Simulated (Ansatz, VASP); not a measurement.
**ZnAu: VASP beside Ansatz**

File INCAR:

```
SYSTEM = ZnAu
ALGO = Normal ; EDIFF = 1E-7
EDIFFG = -0.002 ; ENCUT = 600
GGA = PS ; IBRION = 2
ISIF = 3 ; ISMEAR = -1
LASPH = .True. ; LCHARG = .False.
LREAL = .False. ; LWAVE = .False.
NELM = 100 ; NSW = 100
PREC = Accurate ; SIGMA = 0.1
```

File KPOINTS:

```
k-points
0
Gamma
  16 16 16
  0 0 0
```

Contents of POSCAR:

```
ZnAu
1.0
    3.1470000000      0.0000000000      0.0000000000
    0.0000000000      3.1470000000      0.0000000000
    0.0000000000      0.0000000000      3.1470000000
Zn Au
1 1
Direct
    0.5000000000      0.5000000000      0.5000000000
    0.0000000000      0.0000000000      0.0000000000
```

Input for Ansatz:

```yaml
crystal:
  lattice:
    - [3.147, 0.0, 0.0]
    - [0.0, 3.147, 0.0]
    - [0.0, 0.0, 3.147]
  atoms:
    - { symbol: Zn, position: [0.5, 0.5, 0.5] }
    - { symbol: Au, position: [0.0, 0.0, 0.0] }
kpoints:
  mp_grid: { grid: [16, 16, 16] }
scf:
  occupations: { method: fermi_dirac, width: 0.1 }
hamiltonian:
  xc: pbesol
  pseudopotentials: { kind: paw }
relax:
  f_tol: 0.002
  max_steps: 80
  cell: {}
output:
  forces: true
  stress: true
```

Alike in both runs: task relaxation of cell and atoms; functional PBEsol; k mesh 16 × 16 × 16; occupations fermi-dirac, width 0.1 eV; no spin polarisation.

|  | VASP | Ansatz |
| --- | --- | --- |
| version | VASP 6.6.1 | Ansatz 0.2.0 |
| potentials or method | VASP PAW PBE potentials, release 64 (Zn, Au) | PAW with Ansatz's default frozen-core files, scalar-relativistic |
| plane-wave cutoff (eV) | 600 | 420 |
| valence electrons in the cell | 23 | 31 |

|  | VASP | Ansatz | Ansatz less VASP |
| --- | --- | --- | --- |
| relaxed volume (Å³/atom) | 15.33 | 15.31 | -0.022 |
| relaxed cell length with the largest relative difference (Å) | 3.130 | 3.128 | -0.0015 |

VASP's potentials were made for PBE, not for PBEsol. VASP's potentials hold 23 valence electrons a cell and Ansatz's 31, so a difference there can come from the potentials and not from the codes.

Spin-orbit coupling is off throughout.
